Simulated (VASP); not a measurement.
**HfSiO4: single point with PBE**

Crystal: HfSiO4.

```
CELL_PARAMETERS angstrom
-3.28625 3.28625 2.98160
3.28625 -3.28625 2.98160
3.28625 3.28625 -2.98160
ATOMIC_POSITIONS crystal
Hf 0.75000 0.25000 0.50000
Hf 0.99441 0.00445 0.00289
Si 0.25000 0.75000 0.50000
Si 0.50000 0.50000 0.00000
O 0.13530 0.31980 0.81550
O 0.06980 0.75430 0.68450
O 0.50430 0.31980 0.18450
O 0.06980 0.38530 0.31550
O 0.61470 0.93020 0.68450
O 0.68020 0.86470 0.18450
O 0.24570 0.93020 0.31550
O 0.68020 0.49570 0.81550
```

| Quantity | Value |
| --- | --- |
| Program | VASP 6.6.1 |
| Task | single point |
| Functional | PBE |
| Potentials or basis | VASP PAW PBE potentials, release 64 (Hf_pv, Si, O) |
| Cutoff | 520 eV |
| k mesh | 6 × 6 × 6 |
| Occupations | gaussian, width 0.05 eV |
| Spin | no spin polarisation |

```json
{
 "Pressure": "5.9 GPa",
 "Largest force": "1.032 eV/Å",
 "Band gap on the k mesh": "5.39 eV, indirect (least direct gap 5.74 eV)"
}
```

Forces on the atoms (eV/Å):
```
Hf   0.261 -0.141  0.034
Hf  -0.877  0.486  0.242
Si   0.330 -0.185 -0.031
Si  -0.155  0.083 -0.150
O    0.056 -0.464 -0.351
O    0.494  0.006 -0.383
O    0.054  0.384 -0.323
O   -0.294  0.008 -0.311
O   -0.014  0.322  0.293
O    0.485 -0.031  0.342
O   -0.011 -0.438  0.334
O   -0.328 -0.030  0.304
```

Stress tensor (GPa, compression positive):
```
5.62 0.04 0.14
0.04 5.47 0.08
0.14 0.08 6.65
```

Levels at points of the mesh, in eV from the valence-band top:
```tsv
k point	band 34	band 35	band 36	band 37	band 38	band 39	band 40	band 41	band 42	band 43
(0.00, 0.00, 0.00)	-0.71	-0.59	-0.59	-0.55	0.00	5.78	6.05	6.20	6.23	6.24
(0.50, 0.00, 0.00)	-1.16	-0.98	-0.81	-0.29	-0.21	5.66	5.83	6.58	6.72	6.83
(0.50, 0.00, 0.50)	-1.17	-0.91	-0.89	-0.27	-0.15	5.66	5.80	6.51	6.75	6.93
(0.00, 0.50, 0.50)	-1.17	-0.93	-0.85	-0.26	-0.19	5.66	5.81	6.50	6.77	6.89
(0.00, 0.50, 0.00)	-1.15	-1.01	-0.82	-0.28	-0.21	5.66	5.83	6.65	6.68	6.81
(0.50, 0.50, 0.00)	-1.04	-0.95	-0.84	-0.63	-0.57	5.39	5.43	6.45	6.49	6.53
(0.00, 0.00, 0.50)	-0.99	-0.96	-0.91	-0.62	-0.59	5.40	5.42	6.46	6.46	6.55
(0.50, 0.50, 0.50)	-1.34	-1.10	-1.10	-0.89	-0.87	6.24	6.25	6.60	6.64	6.73
```

Run time: 14 min on 1 thread of Intel(R) Xeon(R) Platinum 8259CL CPU @ 2.50GHz (Skylake/Cascade Lake), on a shared host, peak memory 0.64 GiB.

Caveat: spin-orbit coupling is left out, which moves the levels of the heavy elements; forces of over 1 eV/Å act on the atoms, so gaps and moduli don't describe the material at rest. As with any semilocal functional, this PBE gap is likely too small.
